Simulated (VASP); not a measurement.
Input of a VASP 6.6.1 run:

Contents of INCAR:

```
PREC     = Accurate       # precision mode
ENCUT    = 500            # plane-wave cutoff, eV
EDIFF    = 1E-6           # SCF threshold, eV
ISMEAR   = 0              # smearing method
SIGMA    = 0.05           # smearing width, eV
LREAL    = False          # projectors in reciprocal space
LASPH    = True           # aspherical terms in the spheres
NELM     = 120            # most SCF steps
ALGO     = Normal         # electronic algorithm
ISIF     = 2              # what is computed and relaxed
LWAVE    = False          # write WAVECAR
LCHARG   = True           # write CHGCAR
GGA      = PS             # functional
LELF     = True           # ELF
LVHAR    = True         
NBANDS   = 14             # bands
GGA_COMPAT= False
```

File KPOINTS:

```
regular mesh
0
Gamma
  10 10 10
```

POSCAR

```
Rh
1.0
    2.6724982567      0.0000000000      0.0000000000
    1.3362491283      2.3144513818      0.0000000000
    1.3362491283      0.7714837939      2.1820856891
Rh
1
Direct
    0.0000000000      0.0000000000      0.0000000000
```

Potentials or basis: VASP PAW PBE potentials, release 64 (Rh_pv).

Command:

```bash
$ cat potpaw_PBE.64/Rh_pv/POTCAR > POTCAR
$ mpirun -np 1 vasp_std > vasp.out
```

Question: Predict the pressure.

Answer: 0.0 GPa.

Caveat: the PAW data sets were made with another functional, which shifts forces and pressure a little.
